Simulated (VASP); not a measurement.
Write the native input for VASP 6.6.1 that does the following.

```yaml
Task: single point
Functional: PBE
Potentials_or_basis: VASP PAW PBE potentials, release 64 (Re)
Cutoff: 520 eV
k_mesh: 13 × 13 × 7
Occupations: fermi-dirac, width 0.01 eV
Spin: no spin polarisation
Dipole_correction: no
Further_INCAR_settings: ALGO = Normal; EDIFF = 1e-06; NBANDS = 14
```

The structure of Re lies in POSCAR:

```
Re
1.0
    2.7768706464      0.0000000000      0.0000000000
   -1.3884353232      2.4048405228      0.0000000000
    0.0000000000      0.0000000000      4.4788142384
Re
2
Direct
    0.3333333333      0.6666666667      0.2500000000
    0.6666666667      0.3333333333      0.7500000000
```

The input as run:

INCAR

```
PREC = Accurate
ENCUT = 520
EDIFF = 1E-6
ISMEAR = -1
SIGMA = 0.01
LREAL = False
LASPH = True
NELM = 80
ALGO = Normal
ISIF = 2
LWAVE = False
LCHARG = False
GGA = PE
NBANDS = 14
```

KPOINTS

```
Automatic mesh
0
Gamma
  13 13 7
```

Potentials or basis: VASP PAW PBE potentials, release 64 (Re).

Launch:

```sh
$ cat potpaw_PBE.64/Re/POTCAR > POTCAR
$ mpirun -np 1 vasp_std > vasp.out
```

It gave:

```yaml
Pressure: -0.8 GPa
Band_gap_on_the_k_mesh: zero (band 7 reaches 8.84 eV, above the bottom of band 8 at 6.14 eV)
```

Caveat: spin-orbit coupling is left out, which moves the levels of the heavy elements.

Wall time 30 s on 1 thread of Intel(R) Xeon(R) Platinum 8375C CPU @ 2.90GHz (Ice Lake) (shared host), peak memory 0.17 GiB.
